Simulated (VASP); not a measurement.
Write the native input for VASP 6.6.1 that does the following.

```yaml
Task: electric field gradients
Functional: PBEsol
Potentials_or_basis: VASP PAW PBE potentials, release 64 (Si, Mo_sv)
Cutoff: 520 eV
k_mesh: 12 × 12 × 16
Occupations: fermi-dirac, width 0.03 eV
Spin: no spin polarisation
Dipole_correction: no
Further_INCAR_settings: ALGO = Normal; EDIFF = 1e-08; NBANDS = 18; ISYM = 0
```

The structure of Si2Mo lies in POSCAR:

```
Si2Mo
1.0
   -1.6313805159      1.6313805159      4.0075881985
    1.6313805159     -1.6313805159      4.0075881985
    1.6313805159      1.6313805159     -4.0075881985
Si Mo
2 1
Direct
    0.3330000000      0.3330000000      0.0000000000
    0.6670000000      0.6670000000      0.0000000000
    0.0000000000      0.0000000000      0.0000000000
```

These files were run (other wordings do the same):

INCAR

```
SYSTEM = Si2Mo
PREC = Accurate
ENCUT = 520
EDIFF = 1E-8
ISMEAR = -1
SIGMA = 0.03
LREAL = .False.
LASPH = .True.
NELM = 60
ALGO = Normal
ISIF = 2
LWAVE = .False.
LCHARG = .False.
GGA = PS
LEFG = .True.
ISYM = 0
NBANDS = 18
```

KPOINTS

```
Automatic mesh
0
Gamma
  12 12 16
  0 0 0
```

Potentials or basis: VASP PAW PBE potentials, release 64 (Si, Mo_sv).

Launch:

```bash
$ cat potpaw_PBE.64/Si/POTCAR potpaw_PBE.64/Mo_sv/POTCAR > POTCAR
$ mpirun -np 1 vasp_std > vasp.out
```

Results of the run:

```
Pressure                                : -13.2 GPa
Largest force                           : 0.409 eV/Å
Band gap on the k mesh                  : zero (bands 11 and 12 overlap by 0.97 eV)
Largest electric field gradient by atom : Si -10.3; Mo -51.2 V/Å²
```

Caveat: the cell stands under tension; without QUAD_EFG the Cq values of the log hold for a quadrupole moment of 1 mb, not for the nuclei; the PAW data sets were made with another functional, which shifts forces and pressure a little.

Wall time 55 min on 1 thread of Oxide Virtual Turin-like Processor (shared host), peak memory 0.85 GiB.
